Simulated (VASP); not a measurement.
Runs of VASP 6.6.1 on GaGeO. The structure is that of space group P4/mmm (No. 123), or close to it. The cells are those of the table. The cell was generated, and may not be a known phase.

```tsv
task	cell	k mesh	cutoff (eV)	gap on the mesh (eV)	pressure (GPa)	relaxed volume (Å³/atom)
single point	a = 2.880, b = 2.880, c = 5.475 Å, 3 atoms	6 × 6 × 4	520	none	0.4	-
relaxation of cell and atoms	relaxed from a = 3.557, b = 3.557, c = 4.153 Å, angles 90.0, 90.0, 90.9°, 3 atoms	6 × 6 × 4	600	none	0.3	14.95
single point	a = 3.557, b = 3.557, c = 4.153 Å, angles 90.0, 90.0, 90.9°, 3 atoms	6 × 6 × 4	520	none	(a)	-
relaxation of cell and atoms	relaxed from a = 2.880, b = 2.880, c = 5.475 Å, 3 atoms	16 × 16 × 8	600	none	0.0	15.16
single point	a = 2.888, b = 2.888, c = 5.444 Å, 3 atoms	16 × 16 × 8	520	none	0.4	-
```

Alike in all rows: level PBE; potentials or basis VASP PAW PBE potentials, release 64 (Ga_d, Ge_d, O); no spin polarisation; smearing gaussian 0.1 eV.

Task: Estimate the missing entries.

Result: (a) 9.0.

Caveats: some runs use coarse meshes; an odd number of electrons without spin polarisation forces a metal; a magnetic or distorted state may lie lower; a cell axis changed by over 15 % at a fixed basis, so the end point is rough (at least some runs).

A k mesh can miss the band edges, and the runs leave out spin-orbit coupling on Ga, Ge.

A gap of «none» marks levels without a gap at the run's occupations.
